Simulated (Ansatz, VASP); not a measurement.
## One calculation of MgB2, two programs

INCAR

```
SYSTEM = MgB2
PREC     = Accurate       ! precision mode
ENCUT    = 520            ! plane-wave cutoff, eV
EDIFF    = 1E-8           ! SCF threshold, eV
ISMEAR   = -1             ! smearing method
SIGMA    = 0.05           ! smearing width, eV
LREAL    = .FALSE.        ! projectors in reciprocal space
LASPH    = .TRUE.         ! aspherical terms in the spheres
NELM     = 60             ! most SCF steps
ALGO     = Normal         ! electronic algorithm
ISIF     = 2              ! what is computed and relaxed
LWAVE    = .FALSE.        ! write WAVECAR
LCHARG   = .FALSE.        ! write CHGCAR
GGA      = PE             ! functional
LEFG     = .TRUE.       
NBANDS   = 11             ! bands
```

File KPOINTS:

```
Automatic mesh
0
G
  12 12 9
  0 0 0
```

POSCAR

```
MgB2
1.0
    3.0850007055     -0.0154250035     -0.0154250035
   -1.5558587977      2.6794014835     -0.0056459431
   -0.0176150000     -0.0176150000      3.5230000000
Mg B
1 2
Direct
    0.0000000000      0.0000000000      0.0000000000
    0.3333333333      0.6666666667      0.5000000000
    0.6666666667      0.3333333333      0.5000000000
```

Input for Ansatz:

```yaml
crystal:
  lattice:
    - [3.0850007055, -0.0154250035, -0.0154250035]
    - [-1.5558587977, 2.6794014835, -0.0056459431]
    - [-0.017615, -0.017615, 3.523]
  atoms:
    - { symbol: Mg, position: [0.0, 0.0, 0.0] }
    - { symbol: B, position: [0.3333333333, 0.6666666667, 0.5] }
    - { symbol: B, position: [0.6666666667, 0.3333333333, 0.5] }
kpoints:
  mp_grid: { grid: [12, 12, 9] }
scf:
  occupations: { method: fermi_dirac, width: 0.05 }
hamiltonian:
  xc: pbe
  pseudopotentials: { kind: all_electron, datasets: crystal }
output:
  forces: true
  stress: true
  eigenvalues: true
  efg: { contact_densities: true }
```

Change from the starting cell: equal xy, yz and zx shear strains of -1 %, crystal datasets.

Alike in both runs: task electric field gradients; functional PBE; k mesh 12 × 12 × 9; occupations fermi-dirac, width 0.05 eV; no spin polarisation.

```csv
,VASP,Ansatz
version,VASP 6.6.1,Ansatz 0.2.0
potentials or method,"VASP PAW PBE potentials, release 64 (Mg, B), cutoff 520 eV","all-electron PAW with datasets made for the crystal, scalar-relativistic"
```

|  | VASP | Ansatz | Ansatz less VASP |
| --- | --- | --- | --- |
| pressure (GPa) | -1.3 | -1.0 | +0.21 |
| traceless stress, the component that is largest in VASP (GPa) | 2.00 | 2.00 | -0.006 |
| rms of the force components (eV/Å) | 0.008 | 0.008 | -0.0002 |
| size of Vzz on the site where it differs most (V/Å²) | 19.6 | 17.5 | -2.06 |

Atom by atom the forces differ by 0.000 eV/Å (rms over components). Ansatz ran all-electron here, and VASP with PAW potentials.
